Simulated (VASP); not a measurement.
A run of VASP 6.6.1 is set up as follows.

The input INCAR:

```
  PREC = Accurate
  ENCUT = 520
  EDIFF = 1E-6
  ISMEAR = 0
  SIGMA = 0.05
  LREAL = False
  LASPH = True
  NELM = 60
  ALGO = Normal
  ISIF = 2
  LWAVE = False
  LCHARG = False
  GGA = PS
  NBANDS = 31
```

KPOINTS

```
regular mesh
0
Gamma
  6 6 6
```

The input POSCAR:

```
Al3GaN4
1.0
    4.7595544276      0.0000000000      0.0000000000
    0.0000000000      4.7595544276      0.0000000000
    0.0000000000      0.0000000000      4.7595544276
Al Ga N
3 1 4
Direct
    0.5000000000      0.5000000000      0.0000000000
    0.5000000000      0.0000000000      0.5000000000
    0.0000000000      0.5000000000      0.5000000000
    0.0000000000      0.0000000000      0.0000000000
    0.7447077174      0.7447077174      0.2552922826
    0.7447077174      0.2552922826      0.7447077174
    0.2552922826      0.7447077174      0.7447077174
    0.2552922826      0.2552922826      0.2552922826
```

Potentials or basis: VASP PAW PBE potentials, release 64 (Al, Ga_d, N).

Launch:

```sh
$ cat potpaw_PBE.64/Al/POTCAR potpaw_PBE.64/Ga_d/POTCAR potpaw_PBE.64/N/POTCAR > POTCAR
$ mpirun -np 1 vasp_std > vasp.out
```

(1) Predict the pressure.

(2) Estimate the band gap on the k mesh.

Results:

(1) -28.5 GPa.

(2) 1.70 eV.

Caveat: the cell differs from its parent crystal (strain +0.080 along x and y, +0.080 along z); the cell stands under tension; the PAW data sets were made with another functional, which shifts forces and pressure a little.
